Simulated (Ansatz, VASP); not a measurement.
# One calculation of In2O3, two programs

POSCAR

```
In2O3
1.0
    2.8078312426      1.6211021238      4.9495475005
   -2.8078312426      1.6211021238      4.9495475005
    0.0000000000     -3.2422042476      4.9495475005
In O
4 6
Direct
    0.8570396729      0.8570396729      0.8570396729
    0.3570396729      0.3570396729      0.3570396729
    0.1429603271      0.1429603271      0.1429603271
    0.6429603271      0.6429603271      0.6429603271
    0.4533861661      0.0466138339      0.7500000000
    0.0466138339      0.7500000000      0.4533861661
    0.5466138339      0.9533861661      0.2500000000
    0.2500000000      0.5466138339      0.9533861661
    0.9533861661      0.2500000000      0.5466138339
    0.7500000000      0.4533861661      0.0466138339
```

File INCAR.step1:

```
PREC = Accurate
ENCUT = 520
ISMEAR = 0
SIGMA = 0.01
LREAL = False
LASPH = True
NELM = 80
NBANDS = 55
GGA = PE
ALGO = Normal
EDIFF = 1E-4
LWAVE = True
LCHARG = False
```

Contents of INCAR.step2:

```
PREC = Accurate
ENCUT = 520
EDIFF = 1E-6
ISMEAR = 0
SIGMA = 0.01
LREAL = False
LASPH = True
NELM = 80
ALGO = Normal
ISIF = 2
LWAVE = False
LCHARG = False
METAGGA = R2SCAN
LMIXTAU = True
NBANDS = 55
ISTART = 1
```

File KPOINTS:

```
regular mesh
0
Gamma
  6 6 6
```

Input for Ansatz:

```yaml
crystal:
  lattice:
    - [2.8078312426, 1.6211021238, 4.9495475005]
    - [-2.8078312426, 1.6211021238, 4.9495475005]
    - [0.0, -3.2422042476, 4.9495475005]
  atoms:
    - { symbol: In, position: [0.8570396729, 0.8570396729, 0.8570396729] }
    - { symbol: In, position: [0.3570396729, 0.3570396729, 0.3570396729] }
    - { symbol: In, position: [0.1429603271, 0.1429603271, 0.1429603271] }
    - { symbol: In, position: [0.6429603271, 0.6429603271, 0.6429603271] }
    - { symbol: O, position: [0.4533861661, 0.0466138339, 0.75] }
    - { symbol: O, position: [0.0466138339, 0.75, 0.4533861661] }
    - { symbol: O, position: [0.5466138339, 0.9533861661, 0.25] }
    - { symbol: O, position: [0.25, 0.5466138339, 0.9533861661] }
    - { symbol: O, position: [0.9533861661, 0.25, 0.5466138339] }
    - { symbol: O, position: [0.75, 0.4533861661, 0.0466138339] }
kpoints:
  mp_grid: { grid: [6, 6, 6] }
hamiltonian:
  xc: r2scan
scf:
  occupations: { method: fixed }
  n_extra_bands: 6
output:
  forces: true
  stress: true
  eigenvalues: true
```

Alike in both runs: task single point; functional r2SCAN; k mesh 6 × 6 × 6; no spin polarisation.

```csv
,VASP,Ansatz
version,VASP 6.6.1,Ansatz 0.2.0
potentials or method,"VASP PAW PBE potentials, release 64 (In_d, O)","plane waves, PAW"
plane-wave cutoff (eV),520,500
occupations,"gaussian, width 0.01 eV",fixed
valence electrons in the cell,88,88
```

```csv
,VASP,Ansatz,Ansatz less VASP
gap on the k mesh at the Fermi level (eV),1.40,1.39,-0.005
pressure (GPa),-8.4,-9.2,-0.82
"traceless stress, the component that is largest in VASP (GPa)",0.81,0.91,+0.095
rms of the force components (eV/Å),0.032,0.037,+0.0051
```

VASP's potentials were made for PBE, not for r2SCAN. Atom by atom the forces differ by 0.005 eV/Å (rms over components).
